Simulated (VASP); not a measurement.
# KI (Fm-3m) in VASP: notebook

Runs on KI. Level: PBEsol. Tasks: single point.

Everything below comes from runs of VASP 6.6.1. Logs are shortened: lines on timing, memory, paths and dates and some standing lists are left out, and cuts for length are marked.

### Step 1. The cell of the first run

Symmetry: Fm-3m, No. 225, cubic system. Conventional cell: a = 5.950 Å, b = 5.950 Å, c = 5.950 Å, α = 90.00°, β = 90.00°, γ = 90.00°. I (site symmetry m-3m) has 6 K at 2.97 Å within 3.9 Å. Within 3.9 Å of K (site symmetry m-3m) lie 6 I at 2.97 Å.

### Step 2. Single point, PBEsol

File INCAR:

```
SYSTEM = KI
ALGO = Normal ; EDIFF = 1E-6
ENCUT = 520 ; GGA = PS
ISIF = 2 ; ISMEAR = -1
LASPH = .TRUE. ; LCHARG = .TRUE.
LELF = .TRUE. ; LREAL = .FALSE.
LVHAR = .TRUE. ; LWAVE = .FALSE.
NBANDS = 15 ; NELM = 100
PREC = Accurate ; SIGMA = 0.05
```

File KPOINTS:

```
k-points
0
G
  7 7 7
  0 0 0
```

File POSCAR:

```
KI
1.0
    0.0000000000      2.9749055747      2.9749055747
    2.9749055747      0.0000000000      2.9749055747
    2.9749055747      2.9749055747      0.0000000000
I K
1 1
Direct
    0.5000000000      0.5000000000      0.5000000000
    0.0000000000      0.0000000000      0.0000000000
```

Potentials or basis: VASP PAW PBE potentials, release 64 (I, K_sv).

Started as:

```
$ cat potpaw_PBE.64/I/POTCAR potpaw_PBE.64/K_sv/POTCAR > POTCAR
$ mpirun -np 1 vasp_std > vasp.out
```

OUTCAR:

```text
SYSTEM = KI
   EDIFF = 1E-6
   ENCUT = 520
   GGA = PS
   ISIF = 2
   ISMEAR = -1
   LASPH = .TRUE.
   LREAL = .FALSE.
   NELM = 100
   PREC = Accurate

 ion  position               nearest neighbor table
   1  0.500  0.500  0.500-   2 2.97   2 2.97   2 2.97   2 2.97   2 2.97   2 2.97
   2  0.000  0.000  0.000-   1 2.97   1 2.97   1 2.97   1 2.97   1 2.97   1 2.97

  LATTYP: Found a face centered cubic cell.
 ALAT       =     5.9498111494

  Lattice vectors:

 A1 = (   0.0000000000,   2.9749055747,   2.9749055747)
 A2 = (   2.9749055747,   0.0000000000,   2.9749055747)
 A3 = (   2.9749055747,   2.9749055747,   0.0000000000)

Analysis of symmetry for initial positions (statically):
=====================================================================
 Subroutine PRICEL returns:
 Original cell was already a primitive cell.

 Routine SETGRP: Setting up the symmetry group for a
 face centered cubic supercell.

 Subroutine GETGRP returns: Found 48 space group operations
 (whereof 48 operations were pure point group operations)
 out of a pool of 48 trial point group operations.

The static configuration has the point symmetry O_h .

Analysis of symmetry for dynamics (positions and initial velocities):
=====================================================================
 Subroutine PRICEL returns:
 Original cell was already a primitive cell.

 Routine SETGRP: Setting up the symmetry group for a
 face centered cubic supercell.

 Subroutine GETGRP returns: Found 48 space group operations
 (whereof 48 operations were pure point group operations)
 out of a pool of 48 trial point group operations.

The dynamic configuration has the point symmetry O_h .

 Subroutine INISYM returns: Found 48 space group operations
 (whereof 48 operations are pure point group operations),
 and found     1 'primitive' translations

----------------------------------------------------------------------------------------

                                     Primitive cell

  volume of cell :      52.6562

  direct lattice vectors                    reciprocal lattice vectors
     0.000000000  2.974905575  2.974905575    -0.168072561  0.168072561  0.168072561
     2.974905575  0.000000000  2.974905575     0.168072561 -0.168072561  0.168072561
     2.974905575  2.974905575  0.000000000     0.168072561  0.168072561 -0.168072561

  length of vectors
     4.207151811  4.207151811  4.207151811     0.291110216  0.291110216  0.291110216

  position of ions in fractional coordinates (direct lattice)
     0.500000000  0.500000000  0.500000000
     0.000000000  0.000000000  0.000000000

  ion indices of the primitive-cell ions
   primitive index   ion index
                 1           1
                 2           2

----------------------------------------------------------------------------------------

 KPOINTS: k-points

Automatic generation of k-mesh.
 Grid dimensions read from file:
 generate k-points for:    7    7    7

 Generating k-lattice:

  Cartesian coordinates                     Fractional coordinates (reciprocal lattice)
    -0.024010366  0.024010366  0.024010366     0.142857143  0.000000000  0.000000000
     0.024010366 -0.024010366  0.024010366     0.000000000  0.142857143  0.000000000
     0.024010366  0.024010366 -0.024010366     0.000000000  0.000000000  0.142857143

  Length of vectors
     0.041587174  0.041587174  0.041587174

  Shift w.r.t. Gamma in fractional coordinates (k-lattice)
     0.000000000  0.000000000  0.000000000

 Subroutine IBZKPT returns following result:
 ===========================================

 Found     20 irreducible k-points:

 Following reciprocal coordinates:
            Coordinates               Weight
  0.000000  0.000000  0.000000      1.000000
  0.142857  0.000000  0.000000      8.000000
  0.285714  0.000000  0.000000      8.000000
  0.428571  0.000000  0.000000      8.000000
  0.142857  0.142857  0.000000      6.000000
  0.285714  0.142857  0.000000     24.000000
[... 12 lines left out ...]
 -0.428571  0.428571  0.142857     24.000000
 -0.285714  0.428571  0.142857     24.000000
   k-points           NKPTS =     20   k-points in BZ     NKDIM =     20   number of bands    NBANDS=     15
   number of dos      NEDOS =    301   number of ions     NIONS =      2
   total plane-waves  NPLWV =  32768
   dimension x,y,z NGX =    32 NGY =   32 NGZ =   32
   dimension x,y,z NGXF=    64 NGYF=   64 NGZF=   64
   ions per type =               1   1
   NGX,Y,Z   is equivalent  to a cutoff of  12.64, 12.64, 12.64 a.u.
   NGXF,Y,Z  is equivalent  to a cutoff of  25.29, 25.29, 25.29 a.u.
 SYSTEM =  KI
   PREC   = accura    normal or accurate (medium, high low for compatibility)
   ISTART =      0    job   : 0-new  1-cont  2-samecut
   ICHARG =      2    charge: 1-file 2-atom 10-const
   ISPIN  =      1    spin polarized calculation?
   LNONCOLLINEAR =      F non collinear calculations
   LSORBIT =      F    spin-orbit coupling
   LASPH  =      T    aspherical Exc in radial PAW
   ENCUT  =  520.0 eV  38.22 Ry    6.18 a.u.   7.82  7.82  7.82*2*pi/ulx,y,z
   NELM   =    100;   NELMIN=  2; NELMDL= -5     # of ELM steps
   EDIFF  = 0.1E-05   stopping-criterion for ELM
   LREAL  =      F    real-space projection
   EDIFFG = 0.1E-04   stopping-criterion for IOM
   NSW    =      0    number of steps for IOM
   IBRION =     -1    ionic relax: 0-MD 1-quasi-New 2-CG
   NFREE  =      0    steps in history (QN), initial steepest desc. (CG)
   ISIF   =      2    stress and relaxation
   ISYM   =      2    0-nonsym 1-usesym 2-fastsym
   POTIM  = 0.5000    time-step for ionic-motion
   TEBEG  =    0.0;   TEEND  =   0.0 temperature during run
   PSTRESS=    0.0 pullay stress
   NELECT =      16.0000    total number of electrons
   NUPDOWN=      -1.0000    fix difference up-down
   EMIN   =  10.00;   EMAX   =-10.00  energy-range for DOS
   EFERMI =   0.00;   METHOD = LEGACY
   ISMEAR =    -1;   SIGMA  =   0.05  broadening in eV -4-tet -1-fermi 0-gaus
   EFERMI_NEDOS =   21; number of points for ismear=-14 and -15
   IALGO  =     38    algorithm
   IMIX   =      4    mixing-type and parameters
     AMIX     =   0.40;   BMIX     =  1.00
     AMIX_MAG =   1.60;   BMIX_MAG =  1.00
  volume/ion in A,a.u.               =      26.33       177.67
  Fermi-wavevector in a.u.,A,eV,Ry     =   1.100605  2.079843 16.481176  1.211332
  Thomas-Fermi vector in A             =   2.237019
   LORBIT       =      0    0 simple, 1 ext, 2 COOP (PROOUT), +10 PAW based schemes
   GGA     = PS    functional components
   LHFCALC =     F    Hartree Fock is set to
   AEXX    =    0.0000 exact exchange contribution
   IVDW    =     0    specifies the selected vdW correction
   LEPSILON=     F    determine dielectric tensor
   LRPA    =     F    only Hartree local field effects (RPA)
 non-spin polarized calculation
  energy-cutoff  :      520.00
  volume of cell :       52.66
 maximum number of plane-waves:      1430
   NGX = 15   NGY = 15   NGZ = 15

 number of electron      15.9999998 magnetization

 Free energy of the ion-electron system (eV)
  ---------------------------------------------------
  ext. energy  EPLUGINS =         0.00000000
  ---------------------------------------------------
  free energy    TOTEN  =        -4.49331994 eV

  energy without entropy =       -4.49331994  energy(sigma->0) =       -4.49331994

 E-fermi :   4.4362     XC(G=0):  -9.6106

 val. band max:        3.3577319908   @ k =   0.0000   0.0000   0.0000
 cond. band min:       6.5931697111   @ k =   0.4286   0.4286   0.0000
 fundamental gap:      3.2354377203
 Fermi energy:         4.4361887371

 k-point     1 :       0.0000    0.0000    0.0000
  band No.  band energies     occupation
      1     -24.7026      2.00000
      2      -8.5167      2.00000
      3      -8.3591      2.00000
      4      -8.3591      2.00000
      5      -8.3591      2.00000
      6       3.3577      2.00000
      7       3.3577      2.00000
      8       3.3577      2.00000
      9       8.8435      0.00000
     10       8.8839      0.00000
     11       8.8839      0.00000
     12       8.8839      0.00000
     13      10.0920      0.00000
     14      10.0920      0.00000
     15      12.8850      0.00000

 k-point     2 :       0.1429    0.0000    0.0000
  band No.  band energies     occupation
      1     -24.6955      2.00000
      2      -9.0791      2.00000
      3      -8.3591      2.00000
      4      -8.3591      2.00000
      5      -7.7016      2.00000
      6       2.5666      2.00000
      7       3.0814      2.00000
      8       3.0814      2.00000
      9       8.6881      0.00000
     10       9.2424      0.00000
     11       9.2424      0.00000
     12       9.8693      0.00000
     13      10.6773      0.00000
     14      10.6773      0.00000
     15      13.9652      0.00000

 k-point     3 :       0.2857    0.0000    0.0000
  band No.  band energies     occupation
      1     -24.6795      2.00000
      2      -9.5418      2.00000
      3      -8.3589      2.00000
      4      -8.3589      2.00000
      5      -6.9998      2.00000
      6       1.2399      2.00000
      7       2.5650      2.00000
      8       2.5650      2.00000
      9       8.6250      0.00000
     10      10.1734      0.00000
     11      10.1734      0.00000
     12      11.6097      0.00000
     13      12.1468      0.00000
     14      12.1468      0.00000
     15      15.3666      0.00000
[... 271 lines left out ...]
 k-point    19 :      -0.4286    0.4286    0.1429
  band No.  band energies     occupation
      1     -24.6550      2.00000
      2      -9.1190      2.00000
      3      -8.5945      2.00000
      4      -8.5535      2.00000
      5      -7.3402      2.00000
      6       1.3942      2.00000
      7       2.1704      2.00000
      8       2.2745      2.00000
      9       7.6871      0.00000
     10      10.9229      0.00000
     11      11.5599      0.00000
     12      12.3559      0.00000
     13      13.3298      0.00000
     14      13.5730      0.00000
     15      15.2776      0.00000

 k-point    20 :      -0.2857    0.4286    0.1429
  band No.  band energies     occupation
      1     -24.6539      2.00000
      2      -9.2075      2.00000
      3      -8.6584      2.00000
      4      -8.5320      2.00000
      5      -7.1279      2.00000
      6       1.4790      2.00000
      7       1.7477      2.00000
      8       2.1361      2.00000
      9       8.8336      0.00000
     10      10.1554      0.00000
     11      11.2378      0.00000
     12      12.8954      0.00000
     13      13.3331      0.00000
     14      13.7736      0.00000
     15      15.3110      0.00000

------------------------ aborting loop because EDIFF is reached ----------------------------------------

  FORCE on cell =-STRESS in cart. coord.  units (eV):
  Direction    XX          YY          ZZ          XY          YZ          ZX
  --------------------------------------------------------------------------------------
  -------------------------------------------------------------------------------------
  Total        6.6827857      6.6827857      6.6827857     -0.0000000      0.0000000     -0.0000000
  in kB      203.3380084    203.3380084    203.3380084     -0.0000000      0.0000000     -0.0000000
  external PRESSURE =     203.3380084 kB  Pullay stress =       0.0000000 kB

 VOLUME and BASIS-vectors are now :
 -----------------------------------------------------------------------------
  energy-cutoff  :      520.00
  volume of cell :       52.66
      direct lattice vectors                 reciprocal lattice vectors
     0.000000000  2.974905575  2.974905575    -0.168072561  0.168072561  0.168072561
     2.974905575  0.000000000  2.974905575     0.168072561 -0.168072561  0.168072561
     2.974905575  2.974905575  0.000000000     0.168072561  0.168072561 -0.168072561

 POSITION                                       TOTAL-FORCE (eV/Angst)
 -----------------------------------------------------------------------------------
      2.97491      2.97491      2.97491         0.000000      0.000000      0.000000
      0.00000      0.00000      0.00000         0.000000      0.000000     -0.000000
 -----------------------------------------------------------------------------------
    total drift:                                0.000000     -0.000000     -0.000000

  FREE ENERGIE OF THE ION-ELECTRON SYSTEM (eV)
  ---------------------------------------------------
  free  energy   TOTEN  =        -4.4933199436 eV

  energy  without entropy=       -4.4933199436  energy(sigma->0) =       -4.49331994
```

Run time: 24 s. Hardware: 1 thread of Intel Xeon 8259CL, shared host; peak memory 0.18 GiB.

Results:

| Property | Result |
| --- | --- |
| Free energy | -4.4933 eV |
| Pressure | 20.3 GPa |
| Band gap on the k mesh | 3.24 eV (least direct gap 3.92 eV) |

Caveat: the cell stands under pressure; the PAW data sets were made with another functional, which shifts forces and pressure a little; spin-orbit coupling is left out, which moves the levels of the heavy elements; an odd mesh through Γ misses points on the zone boundary, where band edges can lie.

### Step 3. Single point, PBEsol

This run uses another cell than the first one, of 30.39 Å³/atom.

File INCAR:

```
SYSTEM = KI
  PREC = Accurate
  ENCUT = 520
  EDIFF = 1E-6
  ISMEAR = -1
  SIGMA = 0.05
  LREAL = .False.
  LASPH = .True.
  NELM = 60
  ALGO = Normal
  ISIF = 2
  LWAVE = .False.
  LCHARG = .False.
  GGA = PS
  NBANDS = 15
```

File KPOINTS:

```
regular mesh
0
Gamma
  7 7 7
  0 0 0
```

File POSCAR:

```
KI
1.0
    0.0000000000      3.1206421405      3.1206421405
    3.1206421405      0.0000000000      3.1206421405
    3.1206421405      3.1206421405      0.0000000000
I K
1 1
Direct
    0.5000000000      0.5000000000      0.5000000000
    0.0000000000      0.0000000000      0.0000000000
```

Potentials or basis: VASP PAW PBE potentials, release 64 (I, K_sv).

Started as:

```
$ cat potpaw_PBE.64/I/POTCAR potpaw_PBE.64/K_sv/POTCAR > POTCAR
$ mpirun -np 1 vasp_std > vasp.out
```

Run time: 34 s. Hardware: 1 thread of Intel Xeon 8259CL, shared host; peak memory 0.21 GiB.

The run converged. Its results:

```yaml
Free_energy: -5.2401 eV
Pressure: 10.2 GPa
Band_gap_on_the_k_mesh: 3.87 eV (least direct gap 4.46 eV)
```

Levels at points of the mesh, in eV from the valence-band top:
```csv
k point,band 4,band 5,band 6,band 7,band 8,band 9,band 10,band 11,band 12,band 13
"(0.00, 0.00, 0.00)",-11.60,-11.37,0.00,0.00,0.00,4.88,5.92,5.92,5.92,6.98
```

Caveat: the cell stands under pressure; the PAW data sets were made with another functional, which shifts forces and pressure a little; spin-orbit coupling is left out, which moves the levels of the heavy elements; an odd mesh through Γ misses points on the zone boundary, where band edges can lie.
